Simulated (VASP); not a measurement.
Set up this calculation in VASP 6.6.1, as the native input.

* Task: relaxation of cell and atoms
* Functional: PBE
* Potentials or basis: VASP PAW PBE potentials, release 64 (Al)
* Cutoff: 600 eV
* k mesh: 20 × 20 × 11
* Occupations: fermi-dirac, width 0.08 eV
* Spin: no spin polarisation
* Target pressure: 400 GPa
* Dipole correction: no
* Further INCAR settings: ALGO = Normal; EDIFF = 1e-07; IBRION = 2; EDIFFG = -0.005; NSW = 60; ISIF = 3

The structure of Al lies in POSCAR:

```
Al
1.0
    2.1484230445      0.0000000000      0.0000000000
   -1.0742115223      1.8605889346      0.0000000000
    0.0000000000      0.0000000000      3.4804453322
Al
2
Direct
    0.3333333333      0.6666666667      0.2500000000
    0.6666666667      0.3333333333      0.7500000000
```

This isn't the form of Al at room conditions, which is fcc.

The input as run:

INCAR

```
PREC     = Accurate       # precision mode
ENCUT    = 600            # plane-wave cutoff, eV
EDIFF    = 1E-7           # SCF threshold, eV
ISMEAR   = -1             # smearing method
SIGMA    = 0.08           # smearing width, eV
LREAL    = F              # projectors in reciprocal space
LASPH    = T              # aspherical terms in the spheres
NELM     = 60             # most SCF steps
ALGO     = Normal         # electronic algorithm
ISIF     = 3              # what is computed and relaxed
LWAVE    = F              # write WAVECAR
LCHARG   = F              # write CHGCAR
GGA      = PE             # functional
IBRION   = 2              # ionic algorithm
NSW      = 60             # ionic steps
EDIFFG   = -0.005         # ionic threshold
PSTRESS  = 4000.0
```

KPOINTS

```
regular mesh
0
Gamma
  20 20 11
```

Potentials or basis: VASP PAW PBE potentials, release 64 (Al).

Command:

```bash
$ cat potpaw_PBE.64/Al/POTCAR > POTCAR
$ mpirun -np 1 vasp_std > vasp.out
```

It gave:

| Property | Result |
| --- | --- |
| Relaxed volume | 6.92 Å³/atom |
| Relaxed cell | a = 2.146 Å, b = 2.146 Å, c = 3.471 Å, α = 90.00°, β = 90.00°, γ = 120.00° |
| Space group after relaxing (to 0.1 Å) | P6_3/mmc (No. 194) |
| Energy change on relaxing (the run minimises the enthalpy) | +93.4 meV/atom |
| Ionic steps | 6 |
| Pressure after relaxing | 400.0 GPa |
| Band gap on the k mesh | zero (bands 3 and 4 overlap by 9.32 eV) |

Caveat: the cell is relaxed towards a set pressure, so the run minimises the enthalpy, not the energy.

Run time: 110 s on 1 thread of Intel Xeon 8259CL, on a shared host, peak memory 0.15 GiB.
